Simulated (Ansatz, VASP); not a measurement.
SrO: VASP beside Ansatz

```
Sr O
1.0
     3.41663    0.00000    0.00000
    -1.70831    2.95889    0.00000
     0.00000    0.00000    6.07145
Sr O
2 2
Direct
  0.33333 0.66667 0.25000
  0.66667 0.33333 0.75000
  0.00000 0.00000 0.00682
  0.00000 0.00000 0.49318
```

Alike in both runs: task single point; functional PBEsol; k mesh 9 × 9 × 6; occupations gaussian, width 0.02 eV; no spin polarisation.

|  | VASP | Ansatz |
| --- | --- | --- |
| version | VASP 6.6.1 | Ansatz 0.2.0 |
| potentials or method | VASP PAW PBE potentials, release 64 (Sr_sv, O), cutoff 520 eV | scalar-relativistic, plane waves, PAW |
| valence electrons in the cell | 32 | 32 |

|  | VASP | Ansatz | Ansatz less VASP |
| --- | --- | --- | --- |
| gap on the k mesh at the Fermi level (eV) | 3.01 | 3.06 | +0.044 |
| least direct gap on the mesh (eV) | 3.28 | 3.31 | +0.038 |
| pressure (GPa) | 8.7 | 7.8 | -0.95 |
| traceless stress, the component that is largest in VASP (GPa) | -1.33 | -1.33 | 0.000 |
| rms of the force components (eV/Å) | 0.264 | 0.259 | -0.0049 |

VASP's potentials were made for PBE, not for PBEsol. Atom by atom the forces differ by 0.005 eV/Å (rms over components). The functional is the same, so the differences come from potentials, cutoffs and numerics.
